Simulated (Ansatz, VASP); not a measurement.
**TiSi2: VASP beside Ansatz**

Contents of INCAR:

```
PREC = Accurate
ENCUT = 520
EDIFF = 1E-6
ISMEAR = -1
SIGMA = 0.05
LREAL = F
LASPH = T
NELM = 80
ALGO = Normal
ISIF = 2
LWAVE = F
LCHARG = F
GGA = PS
NBANDS = 17
```

KPOINTS

```
Automatic mesh
0
Gamma
  12 12 12
```

POSCAR

```
TiSi2
1.0
   -1.4428049511      1.6771787643      4.1260979956
    1.4428049511     -1.6771787643      4.1260979956
    1.4428049511      1.6771787643     -4.1260979956
Ti Si
1 2
Direct
    0.0000000000      0.0000000000      0.0000000000
    0.6700780000      0.6700780000      0.0000000000
    0.3299220000      0.3299220000      0.0000000000
```

input.yaml

```yaml
crystal:
  lattice:
    - [-1.4428049511, 1.6771787643, 4.1260979956]
    - [1.4428049511, -1.6771787643, 4.1260979956]
    - [1.4428049511, 1.6771787643, -4.1260979956]
  atoms:
    - { symbol: Ti, position: [0.0, 0.0, 0.0] }
    - { symbol: Si, position: [0.670078, 0.670078, 0.0] }
    - { symbol: Si, position: [0.329922, 0.329922, 0.0] }
hamiltonian:
  xc: pbesol
  pseudopotentials: { kind: paw }
kpoints:
  mp_grid: { grid: [12, 12, 12] }
scf:
  occupations: { method: fermi_dirac, width: 0.05 }
output:
  forces: true
  stress: true
  eigenvalues: true
```

Alike in both runs: task single point; functional PBEsol; k mesh 12 × 12 × 12; occupations fermi-dirac, width 0.05 eV; no spin polarisation.

|  | VASP | Ansatz |
| --- | --- | --- |
| version | VASP 6.6.1 | Ansatz 0.2.0 |
| potentials or method | VASP PAW PBE potentials, release 64 (Ti_sv, Si) | Ansatz PAW |
| plane-wave cutoff (eV) | 520 | 420 |
| valence electrons in the cell | 20 | 20 |

Ansatz gave:

- gap on the k mesh at the Fermi level (eV): none
- pressure (GPa): 5.8
- traceless stress, the component that is largest in VASP (GPa): -0.28
- rms of the force components (eV/Å): 0.011

Problem. What did VASP give for the same quantities?

Solution. gap on the k mesh at the Fermi level (eV): none; pressure (GPa): 5.9; traceless stress, the component that is largest in VASP (GPa): -0.28; rms of the force components (eV/Å): 0.012.

VASP's potentials were made for PBE, not for PBEsol. Atom by atom the forces differ by 0.001 eV/Å (rms over components). A gap of «none» marks a metal or a gap that the smearing closes. The functional is the same, so the differences come from potentials, cutoffs and numerics.
